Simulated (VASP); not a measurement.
# Pt (Im-3m) in VASP: a series of runs

Pt is run at these levels: PBEsol; tasks: single point.

Everything below comes from runs of VASP 6.6.1. Logs are shortened: lines on timing, memory, paths and dates and some standing lists are left out, and cuts for length are marked.

### 1 The cell of the first run

It takes space group Im-3m (No. 229, cubic). The conventional cell has a = 3.082 Å, b = 3.082 Å, c = 3.082 Å, α = 90.00°, β = 90.00°, γ = 90.00°. Within 3.5 Å of Pt (site symmetry m-3m) lie 14 Pt at 2.67 to 3.08 Å.

### 2 Single point, PBEsol

INCAR

```
SYSTEM = Pt
  ALGO = Normal
  EDIFF = 1E-6
  ENCUT = 520
  GGA = PS
  ISIF = 2
  ISMEAR = -1
  LASPH = .TRUE.
  LCHARG = .FALSE.
  LREAL = .FALSE.
  LWAVE = .FALSE.
  NBANDS = 11
  NELM = 60
  PREC = Accurate
  SIGMA = 0.05
```

KPOINTS

```
k-points
0
G
  10 10 10
  0 0 0
```

POSCAR

```
Pt
1.0
   -1.5407946703      1.5407946703      1.5407946703
    1.5407946703     -1.5407946703      1.5407946703
    1.5407946703      1.5407946703     -1.5407946703
Pt
1
Direct
    0.0000000000      0.0000000000      0.0000000000
```

Potentials or basis: VASP PAW PBE potentials, release 64 (Pt).

Launch:

```sh
$ cat potpaw_PBE.64/Pt/POTCAR > POTCAR
$ mpirun -np 1 vasp_std > vasp.out
```

OUTCAR:

```text
SYSTEM = Pt
   EDIFF = 1E-6
   ENCUT = 520
   GGA = PS
   ISIF = 2
   ISMEAR = -1
   LASPH = .TRUE.
   LREAL = .FALSE.
   NELM = 60
   PREC = Accurate

 ion  position               nearest neighbor table
   1  0.000  0.000  0.000-

  LATTYP: Found a body centered cubic cell.
 ALAT       =     3.0815893406

  Lattice vectors:

 A1 = (  -1.5407946703,   1.5407946703,   1.5407946703)
 A2 = (   1.5407946703,  -1.5407946703,   1.5407946703)
 A3 = (   1.5407946703,   1.5407946703,  -1.5407946703)

Analysis of symmetry for initial positions (statically):
=====================================================================
 Subroutine PRICEL returns:
 Original cell was already a primitive cell.

 Routine SETGRP: Setting up the symmetry group for a
 body centered cubic supercell.

 Subroutine GETGRP returns: Found 48 space group operations
 (whereof 48 operations were pure point group operations)
 out of a pool of 48 trial point group operations.

The static configuration has the point symmetry O_h .

Analysis of symmetry for dynamics (positions and initial velocities):
=====================================================================
 Subroutine PRICEL returns:
 Original cell was already a primitive cell.

 Routine SETGRP: Setting up the symmetry group for a
 body centered cubic supercell.

 Subroutine GETGRP returns: Found 48 space group operations
 (whereof 48 operations were pure point group operations)
 out of a pool of 48 trial point group operations.

The dynamic configuration has the point symmetry O_h .

 Subroutine INISYM returns: Found 48 space group operations
 (whereof 48 operations are pure point group operations),
 and found     1 'primitive' translations

----------------------------------------------------------------------------------------

                                     Primitive cell

  volume of cell :      14.6317

  direct lattice vectors                    reciprocal lattice vectors
    -1.540794670  1.540794670  1.540794670     0.000000000  0.324507872  0.324507872
     1.540794670 -1.540794670  1.540794670     0.324507872  0.000000000  0.324507872
     1.540794670  1.540794670 -1.540794670     0.324507872  0.324507872  0.000000000

  length of vectors
     2.668734653  2.668734653  2.668734653     0.458923434  0.458923434  0.458923434

  position of ions in fractional coordinates (direct lattice)
     0.000000000  0.000000000  0.000000000

  ion indices of the primitive-cell ions
   primitive index   ion index
                 1           1

----------------------------------------------------------------------------------------

 KPOINTS: k-points

Automatic generation of k-mesh.
 Grid dimensions read from file:
 generate k-points for:   10   10   10

 Generating k-lattice:

  Cartesian coordinates                     Fractional coordinates (reciprocal lattice)
     0.000000000  0.032450787  0.032450787     0.100000000  0.000000000  0.000000000
     0.032450787  0.000000000  0.032450787     0.000000000  0.100000000  0.000000000
     0.032450787  0.032450787  0.000000000     0.000000000  0.000000000  0.100000000

  Length of vectors
     0.045892343  0.045892343  0.045892343

  Shift w.r.t. Gamma in fractional coordinates (k-lattice)
     0.000000000  0.000000000  0.000000000

 Subroutine IBZKPT returns following result:
 ===========================================

 Found     47 irreducible k-points:

 Following reciprocal coordinates:
            Coordinates               Weight
  0.000000  0.000000  0.000000      1.000000
  0.100000  0.000000  0.000000     12.000000
  0.200000  0.000000  0.000000     12.000000
  0.300000  0.000000  0.000000     12.000000
  0.400000  0.000000  0.000000     12.000000
  0.500000  0.000000  0.000000      6.000000
[... 16 lines left out ...]
  0.300000  0.300000  0.100000      8.000000
 -0.300000  0.300000  0.100000     24.000000
 [... further k-points ...]
   k-points           NKPTS =     47   k-points in BZ     NKDIM =     47   number of bands    NBANDS=     11
   number of dos      NEDOS =    301   number of ions     NIONS =      1
   total plane-waves  NPLWV =   8000
   dimension x,y,z NGX =    20 NGY =   20 NGZ =   20
   dimension x,y,z NGXF=    40 NGYF=   40 NGZF=   40
   ions per type =               1
   NGX,Y,Z   is equivalent  to a cutoff of  12.46, 12.46, 12.46 a.u.
   NGXF,Y,Z  is equivalent  to a cutoff of  24.92, 24.92, 24.92 a.u.
 SYSTEM =  Pt
   PREC   = accura    normal or accurate (medium, high low for compatibility)
   ISTART =      0    job   : 0-new  1-cont  2-samecut
   ICHARG =      2    charge: 1-file 2-atom 10-const
   ISPIN  =      1    spin polarized calculation?
   LNONCOLLINEAR =      F non collinear calculations
   LSORBIT =      F    spin-orbit coupling
   LASPH  =      T    aspherical Exc in radial PAW
   ENCUT  =  520.0 eV  38.22 Ry    6.18 a.u.   4.96  4.96  4.96*2*pi/ulx,y,z
   NELM   =     60;   NELMIN=  2; NELMDL= -5     # of ELM steps
   EDIFF  = 0.1E-05   stopping-criterion for ELM
   LREAL  =      F    real-space projection
   EDIFFG = 0.1E-04   stopping-criterion for IOM
   NSW    =      0    number of steps for IOM
   IBRION =     -1    ionic relax: 0-MD 1-quasi-New 2-CG
   NFREE  =      0    steps in history (QN), initial steepest desc. (CG)
   ISIF   =      2    stress and relaxation
   ISYM   =      2    0-nonsym 1-usesym 2-fastsym
   POTIM  = 0.5000    time-step for ionic-motion
   TEBEG  =    0.0;   TEEND  =   0.0 temperature during run
   PSTRESS=    0.0 pullay stress
   NELECT =      10.0000    total number of electrons
   NUPDOWN=      -1.0000    fix difference up-down
   EMIN   =  10.00;   EMAX   =-10.00  energy-range for DOS
   EFERMI =   0.00;   METHOD = LEGACY
   ISMEAR =    -1;   SIGMA  =   0.05  broadening in eV -4-tet -1-fermi 0-gaus
   EFERMI_NEDOS =   21; number of points for ismear=-14 and -15
   IALGO  =     38    algorithm
   IMIX   =      4    mixing-type and parameters
     AMIX     =   0.40;   BMIX     =  1.00
     AMIX_MAG =   1.60;   BMIX_MAG =  1.00
  volume/ion in A,a.u.               =      14.63        98.74
  Fermi-wavevector in a.u.,A,eV,Ry     =   1.442038  2.725057 28.292960  2.079474
  Thomas-Fermi vector in A             =   2.560603
   LORBIT       =      0    0 simple, 1 ext, 2 COOP (PROOUT), +10 PAW based schemes
   GGA     = PS    functional components
   LHFCALC =     F    Hartree Fock is set to
   AEXX    =    0.0000 exact exchange contribution
   IVDW    =     0    specifies the selected vdW correction
   LEPSILON=     F    determine dielectric tensor
   LRPA    =     F    only Hartree local field effects (RPA)
 non-spin polarized calculation
  energy-cutoff  :      520.00
  volume of cell :       14.63
 maximum number of plane-waves:       410
   NGX =  9   NGY =  9   NGZ =  9

 number of electron      10.0000003 magnetization

 Free energy of the ion-electron system (eV)
  ---------------------------------------------------
  ext. energy  EPLUGINS =         0.00000000
  ---------------------------------------------------
  free energy    TOTEN  =        -6.84032645 eV

  energy without entropy =       -6.83489206  energy(sigma->0) =       -6.83760925

 E-fermi :  11.5889     XC(G=0): -13.8011

 val. band max:       11.5630554826   @ k =  -0.3000   0.3000   0.2000
 cond. band min:      11.6910725675   @ k =  -0.4000   0.4000   0.2000
 fundamental gap:      0.1280170849
 Fermi energy:        11.5888618800

 k-point     1 :       0.0000    0.0000    0.0000
  band No.  band energies     occupation
      1       1.0582      2.00000
      2       7.5131      2.00000
      3       7.5131      2.00000
      4       7.5131      2.00000
      5      10.3294      2.00000
      6      10.3294      2.00000
      7      28.4860      0.00000
      8      28.4860      0.00000
      9      28.4860      0.00000
     10      39.4940      0.00000
     11      39.4940      0.00000

 k-point     2 :       0.1000    0.0000    0.0000
  band No.  band energies     occupation
      1       1.4914      2.00000
      2       7.3349      2.00000
      3       7.5046      2.00000
      4       7.8754      2.00000
      5      10.1095      2.00000
      6      10.3423      2.00000
      7      28.6782      0.00000
      8      28.8846      0.00000
      9      29.1456      0.00000
     10      36.2104      0.00000
     11      36.8967      0.00000

 k-point     3 :       0.2000    0.0000    0.0000
  band No.  band energies     occupation
      1       2.6382      2.00000
      2       6.8968      2.00000
      3       7.4569      2.00000
      4       8.9089      2.00000
      5       9.8346      2.00000
      6      10.3985      2.00000
      7      28.2316      0.00000
      8      28.3597      0.00000
      9      30.9828      0.00000
     10      34.7172      0.00000
     11      34.7295      0.00000

 k-point     4 :       0.3000    0.0000    0.0000
  band No.  band energies     occupation
      1       3.8038      2.00000
      2       6.4022      2.00000
      3       7.8968      2.00000
      4       9.9339      2.00000
      5      10.4201      2.00000
      6      10.5159      2.00000
      7      24.5997      0.00000
      8      26.7355      0.00000
      9      32.3479      0.00000
     10      33.6146      0.00000
     11      35.5250      0.00000

 k-point     5 :       0.4000    0.0000    0.0000
  band No.  band energies     occupation
      1       4.1079      2.00000
      2       6.0334      2.00000
      3       9.5660      2.00000
      4      10.3555      2.00000
      5      10.6549      2.00000
      6      11.9567      0.00128
      7      20.5535      0.00000
      8      25.2361      0.00000
      9      29.1871      0.00000
     10      36.2216      0.00000
     11      36.3398      0.00000
[... 211 lines left out ...]
 k-point    21 :       0.3000    0.2000    0.1000
  band No.  band energies     occupation
      1       5.4835      2.00000
      2       6.2173      2.00000
      3       7.7519      2.00000
      4      10.4996      2.00000
      5      10.7661      2.00000
      6      16.5014      0.00000
      7      18.4465      0.00000
      8      22.7875      0.00000
      9      25.2936      0.00000
     10      35.4421      0.00000
     11      37.4111      0.00000

 k-point    22 :      -0.2000    0.2000    0.1000
  band No.  band energies     occupation
      1       3.0421      2.00000
      2       7.2271      2.00000
      3       7.5341      2.00000
      4       8.8058      2.00000
      5       9.0834      2.00000
      6      10.7861      2.00000
      7      28.3216      0.00000
      8      28.7484      0.00000
      9      31.1554      0.00000
     10      32.3624      0.00000
     11      36.0383      0.00000

 k-point    23 :       0.3000    0.3000    0.1000
  band No.  band energies     occupation
      1       5.5954      2.00000
      2       7.0379      2.00000
      3       7.0379      2.00000
      4      10.6944      2.00000
      5      10.6944      2.00000
      6      16.9341      0.00000
      7      19.9330      0.00000
      8      19.9330      0.00000
      9      25.3819      0.00000
     10      36.3832      0.00000
     11      36.3832      0.00000

 k-point    24 :      -0.3000    0.3000    0.1000
  band No.  band energies     occupation
      1       4.1979      2.00000
      2       6.7643      2.00000
      3       7.5876      2.00000
      4       9.3655      2.00000
      5      10.3237      2.00000
      6      10.9800      1.99999
      7      24.6277      0.00000
      8      27.4374      0.00000
      9      30.8942      0.00000
     10      34.0362      0.00000
     11      35.2409      0.00000

 [... further k-points ...]

------------------------ aborting loop because EDIFF is reached ----------------------------------------

  FORCE on cell =-STRESS in cart. coord.  units (eV):
  Direction    XX          YY          ZZ          XY          YZ          ZX
  --------------------------------------------------------------------------------------
  -------------------------------------------------------------------------------------
  Total        1.0243444      1.0243444      1.0243444      0.0000000     -0.0000000      0.0000000
  in kB      112.1662688    112.1662688    112.1662688      0.0000000     -0.0000000      0.0000000
  external PRESSURE =     112.1662688 kB  Pullay stress =       0.0000000 kB

 VOLUME and BASIS-vectors are now :
 -----------------------------------------------------------------------------
  energy-cutoff  :      520.00
  volume of cell :       14.63
      direct lattice vectors                 reciprocal lattice vectors
    -1.540794670  1.540794670  1.540794670     0.000000000  0.324507872  0.324507872
     1.540794670 -1.540794670  1.540794670     0.324507872  0.000000000  0.324507872
     1.540794670  1.540794670 -1.540794670     0.324507872  0.324507872  0.000000000

 POSITION                                       TOTAL-FORCE (eV/Angst)
 -----------------------------------------------------------------------------------
      0.00000      0.00000      0.00000        -0.000000      0.000000      0.000000
 -----------------------------------------------------------------------------------
    total drift:                                0.000000     -0.000000      0.000000

  FREE ENERGIE OF THE ION-ELECTRON SYSTEM (eV)
  ---------------------------------------------------
  free  energy   TOTEN  =        -6.8403264535 eV

  energy  without entropy=       -6.8348920564  energy(sigma->0) =       -6.83760925
```

Run time: 14 s. Hardware: 1 thread of AMD EPYC 7R13, shared host; peak memory 0.1 GiB.

Results:

```yaml
Free_energy: -6.8403 eV
Pressure: 11.2 GPa
Band_gap_on_the_k_mesh: zero (band 5 reaches 12.61 eV, above the bottom of band 6 at 10.18 eV)
```

Caveat: the PAW data sets were made with another functional, which shifts forces and pressure a little; spin-orbit coupling is left out, which moves the levels of the heavy elements.

### 3 Single point, PBEsol

This run uses another cell than the first one, of 15.06 Å³/atom, 1.029 times its volume.

INCAR

```
SYSTEM = Pt
  PREC = Accurate
  ENCUT = 520
  EDIFF = 1E-7
  ISMEAR = -1
  SIGMA = 0.05
  LREAL = .False.
  LASPH = .True.
  NELM = 80
  ALGO = Normal
  ISIF = 2
  LWAVE = .False.
  LCHARG = .False.
  GGA = PS
  NBANDS = 11
```

KPOINTS

```
Automatic mesh
0
Gamma
  10 10 10
  0 0 0
```

POSCAR

```
Pt
1.0
   -1.5555400128      1.5555400128      1.5555400128
    1.5555400128     -1.5555400128      1.5555400128
    1.5555400128      1.5555400128     -1.5555400128
Pt
1
Direct
    0.0000000000      0.0000000000      0.0000000000
```

Potentials or basis: VASP PAW PBE potentials, release 64 (Pt).

Launch:

```sh
$ cat potpaw_PBE.64/Pt/POTCAR > POTCAR
$ mpirun -np 1 vasp_std > vasp.out
```

It took 17 s on 1 thread of AMD EPYC 7R13, shared host; peak memory 0.1 GiB.

It converged, with:

| Property | Result |
| --- | --- |
| Free energy | -6.8581 eV |
| Pressure | 2.3 GPa |
| Band gap on the k mesh | zero (band 5 reaches 12.00 eV, above the bottom of band 6 at 9.70 eV) |

Levels at points of the mesh, in eV from the Fermi level:
| k point | band 2 | band 3 | band 4 | band 5 | band 6 | band 7 | band 8 | band 9 |
| --- | --- | --- | --- | --- | --- | --- | --- | --- |
| (0.00, 0.00, 0.00) | -3.90 | -3.90 | -3.90 | -1.20 | -1.20 | 16.93 | 16.93 | 16.93 |
| (0.50, 0.00, 0.00) | -5.44 | -1.39 | -0.83 | -0.09 | 1.02 | 6.55 | 13.10 | 16.08 |
| (0.50, 0.50, 0.50) | -6.71 | 0.45 | 0.45 | 0.45 | 7.58 | 7.58 | 7.58 | 13.30 |

Caveat: the PAW data sets were made with another functional, which shifts forces and pressure a little; spin-orbit coupling is left out, which moves the levels of the heavy elements.
